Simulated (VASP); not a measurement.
# Au (P6/mmm) in VASP: single point with LDA

Aim: the single point of Au with LDA.

Everything below comes from runs of VASP 6.6.1. Logs are shortened: lines on timing, memory, paths and dates and some standing lists are left out, and cuts for length are marked.

**1. The cell of the first run**

Symmetry: P6/mmm, No. 191, hexagonal system. Conventional cell: a = 4.789 Å, b = 4.789 Å, c = 2.861 Å, α = 90.00°, β = 90.00°, γ = 120.00°. Au (site symmetry 6/mmm) has 14 Au at 2.86 to 3.11 Å within 3.8 Å. Au (site symmetry -6m2) has 11 Au at 2.77 to 3.11 Å within 3.6 Å.

This isn't the form of Au at room conditions, which is fcc.

**2. Single point, LDA (18.94 Å³/atom)**

INCAR

```
SYSTEM = Au
PREC     = Accurate       ! precision mode
ENCUT    = 520            ! plane-wave cutoff, eV
EDIFF    = 1E-6           ! SCF threshold, eV
ISMEAR   = -1             ! smearing method
SIGMA    = 0.1            ! smearing width, eV
LREAL    = .False.        ! projectors in reciprocal space
LASPH    = .True.         ! aspherical terms in the spheres
NELM     = 100            ! most SCF steps
ALGO     = Normal         ! electronic algorithm
ISIF     = 2              ! what is computed and relaxed
LWAVE    = .False.        ! write WAVECAR
LCHARG   = .False.        ! write CHGCAR
GGA      = CA             ! functional
NBANDS   = 24             ! bands
```

KPOINTS

```
Automatic mesh
0
Gamma
  11 11 15
  0 0 0
```

POSCAR

```
Au
1.0
    4.7892820469      0.0000000000      0.0000000000
   -2.3946410235      4.1476399185      0.0000000000
    0.0000000000      0.0000000000      2.8606761052
Au
3
Direct
    1.0000000000      1.0000000000      0.0000000000
    0.3333333333      0.6666666667      0.5000000000
    0.6666666667      0.3333333333      0.5000000000
```

Potentials or basis: VASP PAW LDA potentials, release 64 (Au).

On the command line:

```
$ cat potpaw_LDA.64/Au/POTCAR > POTCAR
$ mpirun -np 1 vasp_std > vasp.out
```

OUTCAR:

```text
SYSTEM = Au
   PREC = Accurate
   ENCUT = 520
   EDIFF = 1E-6
   ISMEAR = -1
   LREAL = .False.
   LASPH = .True.
   NELM = 100
   ISIF = 2
   GGA = CA

 ion  position               nearest neighbor table
   1  0.000  0.000  0.000-   2 3.11   3 3.11   2 3.11   3 3.11   3 3.11   3 3.11   2 3.11   2 3.11
                             3 3.11   3 3.11   2 3.11   2 3.11
   2  0.333  0.667  0.500-   3 2.77   3 2.77   3 2.77   1 3.11   1 3.11   1 3.11   1 3.11   1 3.11
                             1 3.11
   3  0.667  0.333  0.500-   2 2.77   2 2.77   2 2.77   1 3.11   1 3.11   1 3.11   1 3.11   1 3.11
                             1 3.11

  LATTYP: Found a hexagonal cell.
 ALAT       =     4.7892820469
 C/A-ratio  =     0.5973079216

  Lattice vectors:

 A1 = (   4.7892820469,   0.0000000000,   0.0000000000)
 A2 = (  -2.3946410235,   4.1476399185,   0.0000000000)
 A3 = (   0.0000000000,   0.0000000000,   2.8606761052)

Analysis of symmetry for initial positions (statically):
=====================================================================
 Subroutine PRICEL returns:
 Original cell was already a primitive cell.

 Routine SETGRP: Setting up the symmetry group for a
 hexagonal supercell.

 Subroutine GETGRP returns: Found 24 space group operations
 (whereof 24 operations were pure point group operations)
 out of a pool of 24 trial point group operations.

The static configuration has the point symmetry D_6h.

Analysis of symmetry for dynamics (positions and initial velocities):
=====================================================================
 Subroutine PRICEL returns:
 Original cell was already a primitive cell.

 Routine SETGRP: Setting up the symmetry group for a
 hexagonal supercell.

 Subroutine GETGRP returns: Found 24 space group operations
 (whereof 24 operations were pure point group operations)
 out of a pool of 24 trial point group operations.

The dynamic configuration has the point symmetry D_6h.

 Subroutine INISYM returns: Found 24 space group operations
 (whereof 24 operations are pure point group operations),
 and found     1 'primitive' translations

----------------------------------------------------------------------------------------

                                     Primitive cell

  volume of cell :      56.8251

  direct lattice vectors                    reciprocal lattice vectors
     4.789282047  0.000000000  0.000000000     0.208799563  0.120550484  0.000000000
[... 78 lines left out ...]
 SYSTEM =  Au
   PREC   = accura    normal or accurate (medium, high low for compatibility)
   ISTART =      0    job   : 0-new  1-cont  2-samecut
   ICHARG =      2    charge: 1-file 2-atom 10-const
   ISPIN  =      1    spin polarized calculation?
   LNONCOLLINEAR =      F non collinear calculations
   LSORBIT =      F    spin-orbit coupling
   LASPH  =      T    aspherical Exc in radial PAW
   ENCUT  =  520.0 eV  38.22 Ry    6.18 a.u.   8.90  8.90  5.32*2*pi/ulx,y,z
   NELM   =    100;   NELMIN=  2; NELMDL= -5     # of ELM steps
   EDIFF  = 0.1E-05   stopping-criterion for ELM
   LREAL  =      F    real-space projection
[... 7 lines left out ...]
   TEBEG  =    0.0;   TEEND  =   0.0 temperature during run
   PSTRESS=    0.0 pullay stress
   NELECT =      33.0000    total number of electrons
   NUPDOWN=      -1.0000    fix difference up-down
   EMIN   =  10.00;   EMAX   =-10.00  energy-range for DOS
   EFERMI =   0.00;   METHOD = LEGACY
   ISMEAR =    -1;   SIGMA  =   0.10  broadening in eV -4-tet -1-fermi 0-gaus
   EFERMI_NEDOS =   21; number of points for ismear=-14 and -15
   IALGO  =     38    algorithm
   IMIX   =      4    mixing-type and parameters
     AMIX     =   0.40;   BMIX     =  1.00
     AMIX_MAG =   1.60;   BMIX_MAG =  1.00
  volume/ion in A,a.u.               =      18.94       127.82
  Fermi-wavevector in a.u.,A,eV,Ry     =   1.365839  2.581061 25.381879  1.865515
  Thomas-Fermi vector in A             =   2.492032
   LORBIT       =      0    0 simple, 1 ext, 2 COOP (PROOUT), +10 PAW based schemes
   GGA     = CA    functional components
   LHFCALC =     F    Hartree Fock is set to
   AEXX    =    0.0000 exact exchange contribution
   IVDW    =     0    specifies the selected vdW correction
   LEPSILON=     F    determine dielectric tensor
   LRPA    =     F    only Hartree local field effects (RPA)
 non-spin polarized calculation
  energy-cutoff  :      520.00
  volume of cell :       56.83
 maximum number of plane-waves:      1547
 NGX is ok and might be reduce to    36
   NGX = 17   NGY = 17   NGZ = 11

 number of electron      33.0000005 magnetization

 Free energy of the ion-electron system (eV)
  ---------------------------------------------------
  ext. energy  EPLUGINS =         0.00000000
  ---------------------------------------------------
  free energy    TOTEN  =       -12.79738593 eV

  energy without entropy =      -12.76630914  energy(sigma->0) =      -12.78184754

 E-fermi :   7.5529     XC(G=0): -12.3690

 val. band max:        7.5373036041   @ k =   0.1818   0.1818   0.0000
 cond. band min:       7.5611716627   @ k =   0.2727   0.0000   0.0000
 fundamental gap:      0.0238680586
 Fermi energy:         7.5528770735

 k-point     1 :       0.0000    0.0000    0.0000
  band No.  band energies     occupation
      1      -1.2577      2.00000
      2       1.4830      2.00000
      3       2.5411      2.00000
      4       2.9750      2.00000
      5       3.0946      2.00000
      6       3.0946      2.00000
[... 637 lines left out ...]
     23      19.2100      0.00000
     24      22.5779      0.00000

 [... further k-points ...]

------------------------ aborting loop because EDIFF is reached ----------------------------------------

  FORCE on cell =-STRESS in cart. coord.  units (eV):
  Direction    XX          YY          ZZ          XY          YZ          ZX
  --------------------------------------------------------------------------------------
  -------------------------------------------------------------------------------------
  Total       -5.1660014     -5.1660014     -5.4348598      0.0000000     -0.0000000      0.0000000
  in kB     -145.6548514   -145.6548514   -153.2352835      0.0000000     -0.0000000      0.0000000
  external PRESSURE =    -148.1816621 kB  Pullay stress =       0.0000000 kB

 VOLUME and BASIS-vectors are now :
 -----------------------------------------------------------------------------
  energy-cutoff  :      520.00
  volume of cell :       56.83
      direct lattice vectors                 reciprocal lattice vectors
     4.789282047  0.000000000  0.000000000     0.208799563  0.120550484  0.000000000
    -2.394641024  4.147639919  0.000000000     0.000000000  0.241100968  0.000000000
     0.000000000  0.000000000  2.860676105     0.000000000  0.000000000  0.349567712

 POSITION                                       TOTAL-FORCE (eV/Angst)
 -----------------------------------------------------------------------------------
      0.00000      0.00000      0.00000         0.000000     -0.000000     -0.000000
     -0.00000      2.76509      1.43034         0.000000      0.000000      0.000000
      2.39464      1.38255      1.43034        -0.000000      0.000000     -0.000000
 -----------------------------------------------------------------------------------
    total drift:                                0.000000      0.000000     -0.000000

  FREE ENERGIE OF THE ION-ELECTRON SYSTEM (eV)
  ---------------------------------------------------
  free  energy   TOTEN  =       -12.7973859317 eV

  energy  without entropy=      -12.7663091407  energy(sigma->0) =      -12.78184754
```

OSZICAR:

```text
N       E                     dE             d eps       ncg     rms          rms(c)
DAV:   1     0.196257206953E+03    0.19626E+03   -0.16331E+04  6224   0.128E+03
DAV:   2    -0.100380906641E+02   -0.20630E+03   -0.19083E+03  6840   0.289E+02
DAV:   3    -0.137467134831E+02   -0.37086E+01   -0.36784E+01  7296   0.400E+01
DAV:   4    -0.137667580078E+02   -0.20045E-01   -0.20043E-01  7216   0.309E+00
DAV:   5    -0.137669567313E+02   -0.19872E-03   -0.19872E-03  7520   0.337E-01    0.124E+01
DAV:   6    -0.128495145866E+02    0.91744E+00   -0.21648E+00  6816   0.114E+01    0.820E+00
DAV:   7    -0.128055504053E+02    0.43964E-01   -0.94936E-02  7464   0.222E+00    0.427E+00
DAV:   8    -0.127973884752E+02    0.81619E-02   -0.48582E-03  7064   0.542E-01    0.348E-01
DAV:   9    -0.127973791828E+02    0.92924E-05   -0.51971E-05  7704   0.697E-02    0.302E-02
DAV:  10    -0.127973858085E+02   -0.66257E-05   -0.21448E-06  5664   0.158E-02    0.234E-02
DAV:  11    -0.127973859317E+02   -0.12318E-06   -0.10533E-06  4936   0.898E-03
   1 F= -.12797386E+02 E0= -.12781848E+02  d E =-.310768E-01
```

stdout:

```text
POSCAR found type information on POSCAR Au
 POSCAR found :  1 types and       3 ions
 scaLAPACK will be used
 LDA part: xc-table for (Slater(with rela. corr.)+CA(PZ))
 , standard interpolation
 POSCAR, INCAR and KPOINTS ok, starting setup
 FFT: planning ... GRIDC
 FFT: planning ... GRID_SOFT
 FFT: planning ... GRID
 WAVECAR not read
 entering main loop
```

Run time: 40 s. Hardware: 1 thread of Intel Xeon 6975P-C (Granite Rapids), shared host; peak memory 0.25 GiB.

Results:

- Free energy: -12.7974 eV
- Pressure: -14.8 GPa
- Band gap on the k mesh: zero (an odd number of electrons rules out a gap without spin polarisation)

Stress tensor (GPa, compression positive):
```
-14.57   0.00   0.00
  0.00 -14.57   0.00
  0.00   0.00 -15.32
```

Caveat: the cell stands under tension; spin-orbit coupling is left out, which moves the levels of the heavy elements.
